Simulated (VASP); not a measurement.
# NaCl in VASP: a series of runs, part 3 of 3

VASP 6.6.1. Earlier steps stand in the parts before.

**4. Electric field gradients, PBEsol (equal xy, yz and zx shear strains of -2 %)**

The input, INCAR:

```
SYSTEM = NaCl
PREC = Accurate
ENCUT = 520
EDIFF = 1E-8
ISMEAR = -1
SIGMA = 0.03
LREAL = .FALSE.
LASPH = .TRUE.
NELM = 100
ALGO = Normal
ISIF = 2
LWAVE = .FALSE.
LCHARG = .FALSE.
GGA = PS
LEFG = .TRUE.
NBANDS = 14
```

The input, KPOINTS:

```
regular mesh
0
G
  9 9 9
  0 0 0
```

The input, POSCAR:

```
NaCl
1.0
    2.8600000000     -0.0286000000     -0.0286000000
   -0.0286000000      2.8600000000     -0.0286000000
   -0.0286000000     -0.0286000000      2.8600000000
Na Cl
1 1
Direct
    0.0000000000      0.0000000000      0.0000000000
    0.5000000000      0.5000000000      0.5000000000
```

Potentials or basis: VASP PAW PBE potentials, release 64 (Na_pv, Cl).

Run with:

```bash
cat potpaw_PBE.64/Na_pv/POTCAR potpaw_PBE.64/Cl/POTCAR > POTCAR
mpirun -np 1 vasp_std > vasp.out
```

OUTCAR:

```text
SYSTEM = NaCl
   PREC = Accurate
   ENCUT = 520
   EDIFF = 1E-8
   ISMEAR = -1
   LREAL = .FALSE.
   LASPH = .TRUE.
   NELM = 100
   ISIF = 2
   GGA = PS

 ion  position               nearest neighbor table
   1  0.000  0.000  0.000-   2 2.43   2 2.43   2 2.49   2 2.49   2 2.49   2 2.49   2 2.49   2 2.49

   2  0.500  0.500  0.500-   1 2.43   1 2.43   1 2.49   1 2.49   1 2.49   1 2.49   1 2.49   1 2.49

  LATTYP: Found a trigonal (rhomboedric) cell.
 ALAT       =     2.8602859857
 COS(alpha) =    -0.0198960208

  Lattice vectors:

 A1 = (   2.8600000000,  -0.0286000000,  -0.0286000000)
 A2 = (  -0.0286000000,   2.8600000000,  -0.0286000000)
 A3 = (  -0.0286000000,  -0.0286000000,   2.8600000000)

Analysis of symmetry for initial positions (statically):
=====================================================================
 Subroutine PRICEL returns:
 Original cell was already a primitive cell.

 Routine SETGRP: Setting up the symmetry group for a
 trigonal (rhombohedral) supercell.

 Subroutine GETGRP returns: Found 12 space group operations
 (whereof 12 operations were pure point group operations)
 out of a pool of 12 trial point group operations.

The static configuration has the point symmetry D_3d.

Analysis of symmetry for dynamics (positions and initial velocities):
=====================================================================
 Subroutine PRICEL returns:
 Original cell was already a primitive cell.

 Routine SETGRP: Setting up the symmetry group for a
 trigonal (rhombohedral) supercell.

 Subroutine GETGRP returns: Found 12 space group operations
 (whereof 12 operations were pure point group operations)
 out of a pool of 12 trial point group operations.

The dynamic configuration has the point symmetry D_3d.

 Subroutine INISYM returns: Found 12 space group operations
 (whereof 12 operations are pure point group operations),
 and found     1 'primitive' translations

----------------------------------------------------------------------------------------

                                     Primitive cell

  volume of cell :      23.3866

  direct lattice vectors                    reciprocal lattice vectors
     2.860000000 -0.028600000 -0.028600000     0.349721000  0.003532535  0.003532535
    -0.028600000  2.860000000 -0.028600000     0.003532535  0.349721000  0.003532535
    -0.028600000 -0.028600000  2.860000000     0.003532535  0.003532535  0.349721000

  length of vectors
     2.860285986  2.860285986  2.860285986     0.349756681  0.349756681  0.349756681

  position of ions in fractional coordinates (direct lattice)
     0.000000000  0.000000000  0.000000000
     0.500000000  0.500000000  0.500000000

  ion indices of the primitive-cell ions
   primitive index   ion index
                 1           1
                 2           2

----------------------------------------------------------------------------------------

 KPOINTS: regular mesh

Automatic generation of k-mesh.
 Grid dimensions read from file:
 generate k-points for:    9    9    9

[... 77 lines left out ...]
   EFERMI =   0.00;   METHOD = LEGACY
   ISMEAR =    -1;   SIGMA  =   0.03  broadening in eV -4-tet -1-fermi 0-gaus
   EFERMI_NEDOS =   21; number of points for ismear=-14 and -15
   IALGO  =     38    algorithm
   IMIX   =      4    mixing-type and parameters
     AMIX     =   0.40;   BMIX     =  1.00
     AMIX_MAG =   1.60;   BMIX_MAG =  1.00
  volume/ion in A,a.u.               =      11.69        78.91
  Fermi-wavevector in a.u.,A,eV,Ry     =   1.379733  2.607318 25.900928  1.903664
  Thomas-Fermi vector in A             =   2.504676
   LORBIT       =      0    0 simple, 1 ext, 2 COOP (PROOUT), +10 PAW based schemes
   GGA     = PS    functional components
   LHFCALC =     F    Hartree Fock is set to
   AEXX    =    0.0000 exact exchange contribution
   IVDW    =     0    specifies the selected vdW correction
   LEPSILON=     F    determine dielectric tensor
   LRPA    =     F    only Hartree local field effects (RPA)
 non-spin polarized calculation
  energy-cutoff  :      520.00
  volume of cell :       23.39
 maximum number of plane-waves:       648
 NGX is ok and might be reduce to    24
   NGX = 11   NGY = 11   NGZ = 11

 number of electron      13.9999999 magnetization

 Free energy of the ion-electron system (eV)
  ---------------------------------------------------
  ext. energy  EPLUGINS =         0.00000000
  ---------------------------------------------------
  free energy    TOTEN  =        -4.77059105 eV

  energy without entropy =       -4.77059105  energy(sigma->0) =       -4.77059105

 E-fermi :   7.4532     XC(G=0): -11.5624

 val. band max:        6.7057132335   @ k =  -0.4444   0.4444   0.0000
 cond. band min:      11.2581357260   @ k =  -0.4444   0.4444   0.0000
 fundamental gap:      4.5524224924
 Fermi energy:         7.4531923093

 k-point     1 :       0.0000    0.0000    0.0000
  band No.  band energies     occupation
      1     -15.8264      2.00000
      2     -15.8091      2.00000
      3     -15.8091      2.00000
      4     -10.2434      2.00000
      5       5.4139      2.00000
      6       5.5251      2.00000
      7       5.5251      2.00000
      8      13.2663      0.00000
      9      13.2663      0.00000
     10      13.9616      0.00000
     11      24.3827      0.00000
     12      24.6643      0.00000
     13      24.6643      0.00000
     14      28.7309      0.00000
[... 377 lines left out ...]
      1     -16.0829      2.00000
      2     -16.0737      2.00000
      3     -15.7497      2.00000
      4      -7.8588      2.00000
      5       1.3522      2.00000
      6       1.4434      2.00000
      7       6.7043      2.00000
      8      11.2875      0.00000
      9      17.1992      0.00000
     10      19.5260      0.00000
     11      19.7322      0.00000
     12      21.9417      0.00000
     13      22.2979      0.00000
     14      28.6228      0.00000

 [... further k-points ...]
[... 5 lines left out ...]
  --------------------------------------------------------------------------------------
  -------------------------------------------------------------------------------------
  Total        8.7975362      8.7975362      8.7975362      0.2419380      0.2419380      0.2419380
  in kB      602.7049004    602.7049004    602.7049004     16.5747765     16.5747765     16.5747765
  external PRESSURE =     602.7049004 kB  Pullay stress =       0.0000000 kB

 VOLUME and BASIS-vectors are now :
 -----------------------------------------------------------------------------
  energy-cutoff  :      520.00
  volume of cell :       23.39
      direct lattice vectors                 reciprocal lattice vectors
     2.860000000 -0.028600000 -0.028600000     0.349721000  0.003532535  0.003532535
    -0.028600000  2.860000000 -0.028600000     0.003532535  0.349721000  0.003532535
    -0.028600000 -0.028600000  2.860000000     0.003532535  0.003532535  0.349721000

 POSITION                                       TOTAL-FORCE (eV/Angst)
 -----------------------------------------------------------------------------------
      0.00000      0.00000      0.00000         0.000000      0.000000      0.000000
      1.40140      1.40140      1.40140        -0.000000     -0.000000      0.000000
 -----------------------------------------------------------------------------------
    total drift:                                0.000000     -0.000000     -0.000000

  FREE ENERGIE OF THE ION-ELECTRON SYSTEM (eV)
  ---------------------------------------------------
  free  energy   TOTEN  =        -4.7705910539 eV

  energy  without entropy=       -4.7705910539  energy(sigma->0) =       -4.77059105

 Electric field gradients (V/A^2)
---------------------------------------------------------------------
 ion       V_xx      V_yy      V_zz      V_xy      V_xz      V_yz
---------------------------------------------------------------------
   1      -0.000    -0.000    -0.000    -2.272    -2.272    -2.272
   2      -0.000    -0.000    -0.000    -1.078    -1.078    -1.078
---------------------------------------------------------------------

 Electric field gradients after diagonalization (V/A^2)
 (convention: |V_zz| > |V_xx| > |V_yy|)
----------------------------------------------------------------------
 ion       V_xx      V_yy      V_zz     asymmetry (V_yy - V_xx)/ V_zz
----------------------------------------------------------------------
   1       2.272     2.272    -4.544       0.000
   2       1.078     1.078    -2.155       0.000
----------------------------------------------------------------------

           NMR quadrupolar parameters

 Cq : quadrupolar parameter    Cq=e*Q*V_zz/h
 eta: asymmetry parameters     (V_yy - V_xx)/ V_zz
 Q  : nuclear electric quadrupole moment in mb (millibarn)
----------------------------------------------------------------------
 ion       Cq(MHz)       eta       Q (mb)
----------------------------------------------------------------------
   1      -0.011       0.000       1.000
   2      -0.005       0.000       1.000
----------------------------------------------------------------------
```

OSZICAR:

```text
N       E                     dE             d eps       ncg     rms          rms(c)
DAV:   1     0.105470071013E+03    0.10547E+03   -0.72836E+03  2426   0.122E+03
DAV:   2     0.611407288550E+00   -0.10486E+03   -0.96528E+02  2674   0.323E+02
DAV:   3    -0.499247427111E+01   -0.56039E+01   -0.55752E+01  3106   0.664E+01
DAV:   4    -0.505331169741E+01   -0.60837E-01   -0.60824E-01  2716   0.705E+00
DAV:   5    -0.505416054282E+01   -0.84885E-03   -0.84882E-03  3202   0.876E-01    0.597E+00
DAV:   6    -0.482039689753E+01    0.23376E+00   -0.20043E-01  3384   0.662E+00    0.386E+00
DAV:   7    -0.477273951537E+01    0.47657E-01   -0.11062E-01  3632   0.395E+00    0.165E+00
DAV:   8    -0.477070682093E+01    0.20327E-02   -0.89503E-03  2728   0.112E+00    0.243E-01
DAV:   9    -0.477058763751E+01    0.11918E-03   -0.27145E-04  3210   0.301E-01    0.499E-02
DAV:  10    -0.477059059719E+01   -0.29597E-05   -0.24672E-05  3164   0.101E-01    0.851E-03
DAV:  11    -0.477059093843E+01   -0.34125E-06   -0.41013E-06  2926   0.253E-02    0.597E-03
DAV:  12    -0.477059104100E+01   -0.10256E-06   -0.21647E-07  2902   0.437E-03    0.113E-03
DAV:  13    -0.477059107793E+01   -0.36935E-07   -0.24303E-08  2938   0.105E-03    0.919E-04
DAV:  14    -0.477059105675E+01    0.21178E-07   -0.13043E-09  1766   0.280E-04    0.130E-04
DAV:  15    -0.477059105388E+01    0.28717E-08   -0.19793E-10  1658   0.126E-04
   1 F= -.47705911E+01 E0= -.47705911E+01  d E =-.379766E-12
```

stdout:

```text
POSCAR found type information on POSCAR NaCl
 POSCAR found :  2 types and       2 ions
 scaLAPACK will be used
 -----------------------------------------------------------------------------
|                                                                             |
|                                                                             |
|     You enforced a specific xc type in the INCAR file but a different       |
|     I HOPE YOU KNOW WHAT YOU ARE DOING!                                     |
|                                                                             |
 -----------------------------------------------------------------------------

 LDA part: xc-table for (Slater+PW92), standard interpolation
 POSCAR, INCAR and KPOINTS ok, starting setup
 FFT: planning ... GRIDC
 FFT: planning ... GRID_SOFT
 FFT: planning ... GRID
 WAVECAR not read
 entering main loop
ion   1

ion   2
```

Run time: 12 s. Hardware: 1 thread of Intel Xeon Platinum 8488C (Sapphire Rapids), shared host; peak memory 0.15 GiB.

Results:

```
Free energy            : -4.7706 eV
Pressure               : 60.3 GPa
Band gap on the k mesh : 4.55 eV, direct
```

Electric field gradients, principal values (V/Å²):
| atom | least | middle | greatest (by size) |
| --- | --- | --- | --- |
| 1 Na | 2.272 | 2.272 | -4.544 |
| 2 Cl | 1.078 | 1.078 | -2.155 |

Caveat: the cell differs from its parent crystal (equal xy, yz and zx shear strains of -2 %); without QUAD_EFG the Cq values of the log hold for a quadrupole moment of 1 mb, not for the nuclei; the PAW data sets were made with another functional, which shifts forces and pressure a little. A k mesh can miss the band edges.

**5. Overview**

```csv
cell,gap on the mesh (eV),pressure (GPa)
"a = 2.831, b = 2.831, c = 2.860 Å, 2 atoms",4.43,65.2
"a = 2.860, b = 2.860, c = 2.917 Å, 2 atoms",4.53,55.4
"a = 2.860 Å, angles 91.1°, 2 atoms",4.55,60.3
```

Alike in all rows: task electric field gradients; level PBEsol; potentials or basis VASP PAW PBE potentials, release 64 (Na_pv, Cl); no spin polarisation; k mesh 9 × 9 × 9; cutoff (eV) 520; smearing fermi-dirac 0.03 eV.

Caveats: the PAW data sets were made with another functional, which shifts forces and pressure a little.

Absolute energies hang on the potentials; compare differences alone.
